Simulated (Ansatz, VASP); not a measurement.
Two plane-wave programs on InSb

```xyz
2
Lattice="0.0000 3.3363 3.1419 3.3363 0.0000 3.1419 3.3363 3.3363 0.0000" Properties=species:S:1:pos:R:3 pbc="T T T"
In    0.0000    0.0000    0.0000
Sb    5.0044    5.0044    4.7129
```

Change from the starting cell: strain +0.030 along x and y, -0.030 along z, atoms carried along.

Alike in both runs: task single point; functional PBEsol; k mesh 12 × 12 × 12; occupations gaussian, width 0.15 eV; no spin polarisation.

|  | VASP | Ansatz |
| --- | --- | --- |
| version | VASP 6.6.1 | Ansatz 0.2.0 |
| potentials or method | VASP PAW PBE potentials, release 64 (In_d, Sb), cutoff 520 eV | scalar-relativistic, plane waves, PAW |
| valence electrons in the cell | 18 | 28 |

|  | VASP | Ansatz | Ansatz less VASP |
| --- | --- | --- | --- |
| gap on the k mesh at the Fermi level (eV) | 0.18 | 0.18 | 0.000 |
| least direct gap on the mesh (eV) | 0.27 | 0.27 | 0.000 |
| pressure (GPa) | -0.4 | -0.5 | -0.02 |
| traceless stress, the component that is largest in VASP (GPa) | 0.99 | 0.99 | -0.001 |

VASP's potentials were made for PBE, not for PBEsol. With one functional, cell and mesh, what is left measures potentials, basis and numerics. VASP's potentials hold 18 valence electrons a cell and Ansatz's 28, so a difference there can come from the potentials and not from the codes.

Spin-orbit coupling is off throughout.
